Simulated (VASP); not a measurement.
## Al: relaxation of cell and atoms with LDA

Crystal: Al.

```
CELL_PARAMETERS angstrom
2.81245 0.00000 0.00000
-1.40623 2.43566 0.00000
0.00000 0.00000 4.86685
ATOMIC_POSITIONS crystal
Al 0.66667 0.33333 0.75000
Al 0.33333 0.66667 0.25000
```

This isn't the form of Al at room conditions, which is fcc.

| Item | Value |
| --- | --- |
| Program | VASP 6.6.1 |
| Task | relaxation of cell and atoms |
| Functional | LDA |
| Potentials or basis | VASP PAW LDA potentials, release 64 (Al) |
| Cutoff | 600 eV |
| k mesh | 14 × 14 × 7 |
| Occupations | fermi-dirac, width 0.05 eV |
| Spin | no spin polarisation |
| Target pressure | 10 GPa |
| Dipole correction | no |
| Further INCAR settings | ALGO = Normal; EDIFF = 1e-06; IBRION = 2; EDIFFG = -0.01; NSW = 80; ISIF = 3 |

* Relaxed volume: 14.45 Å³/atom
* Relaxed cell: a = 2.715 Å, b = 2.715 Å, c = 4.526 Å, α = 90.00°, β = 90.00°, γ = 120.00°
* Space group after relaxing (to 0.1 Å): P6_3/mmc (No. 194)
* Energy change on relaxing (the run minimises the enthalpy): +35.0 meV/atom
* Ionic steps: 11
* Pressure after relaxing: 10.0 GPa
* Band gap on the k mesh: zero (bands 3 and 4 overlap by 6.23 eV)

Step by step:
| step | energy change (eV) | largest force (eV/Å) | pressure (GPa) | volume (Å³) |
| --- | --- | --- | --- | --- |
| 1 | 0.0000 | 0.0000 | -3.00 | 33.34 |
| 2 | 0.2237 | 0.0000 | 18.66 | 27.23 |
| 3 | 0.0726 | 0.0000 | 10.10 | 28.95 |
| 4 | 0.0706 | 0.0000 | 10.06 | 28.92 |
| 5 | 0.0712 | 0.0000 | 10.11 | 28.89 |
| 6 | 0.0767 | 0.0000 | 10.24 | 28.83 |
| 7 | 0.0723 | 0.0000 | 10.14 | 28.87 |
| 8 | 0.0718 | 0.0000 | 10.13 | 28.87 |
| 9 | 0.0720 | 0.0000 | 10.13 | 28.87 |
| 10 | 0.0684 | 0.0000 | 9.89 | 28.93 |
| 11 | 0.0700 | 0.0000 | 9.99 | 28.90 |

Final structure:
```yaml
crystal:
  lattice:
    - [2.71544, 0.00000, 0.00000]
    - [-1.35772, 2.35164, 0.00000]
    - [0.00000, 0.00000, 4.52633]
  atoms:
    - { symbol: Al, position: [0.66667, 0.33333, 0.75000] }
    - { symbol: Al, position: [0.33333, 0.66667, 0.25000] }
```

Levels at points of the mesh, in eV from the Fermi level:
| k point | band 1 | band 2 | band 3 | band 4 | band 5 | band 6 |
| --- | --- | --- | --- | --- | --- | --- |
| (0.00, 0.00, 0.00) | -12.10 | -5.27 | -4.91 | 11.89 | 11.90 | 11.90 |
| (0.50, 0.00, 0.00) | -5.64 | -5.62 | 0.53 | 1.10 | 1.27 | 1.85 |

Run time: 48 s on 1 thread of Intel(R) Xeon(R) 6975P-C (Granite Rapids) (shared host), peak memory 0.15 GiB.

Caveat: the cell is relaxed towards a set pressure, so the run minimises the enthalpy, not the energy.
